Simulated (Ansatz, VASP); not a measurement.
## One calculation of Si2W, two programs

```
CELL_PARAMETERS angstrom
-1.64128 1.64128 3.90787
1.64128 -1.64128 3.90787
1.64128 1.64128 -3.90787
ATOMIC_POSITIONS crystal
Si 0.33450 0.33450 0.00000
Si 0.66550 0.66550 0.00000
W 0.00000 0.00000 0.00000
```

Change from the starting cell: strain +0.025 along x and y, +0.000 along z, atoms carried along.

Alike in both runs: task single point; functional PBEsol; k mesh 20 × 20 × 20; occupations gaussian, width 0.15 eV; no spin polarisation.

|  | VASP | Ansatz |
| --- | --- | --- |
| version | VASP 6.6.1 | Ansatz 0.2.0 |
| potentials or method | VASP PAW PBE potentials, release 64 (Si, W_sv), cutoff 520 eV | scalar-relativistic, plane waves, PAW |
| valence electrons in the cell | 22 | 22 |

VASP gave:

| Item | Value |
| --- | --- |
| gap on the k mesh at the Fermi level (eV) | none |
| pressure (GPa) | -9.6 |
| traceless stress, the component that is largest in VASP (GPa) | 5.47 |
| rms of the force components (eV/Å) | 0.047 |

What did Ansatz give for the same quantities?

gap on the k mesh at the Fermi level (eV): none; pressure (GPa): -9.9; traceless stress, the component that is largest in VASP (GPa): 5.48; rms of the force components (eV/Å): 0.049.

VASP's potentials were made for PBE, not for PBEsol. Atom by atom the forces differ by 0.001 eV/Å (rms over components). A gap of «none» marks a metal or a gap that the smearing closes.

Spin-orbit coupling is off throughout.
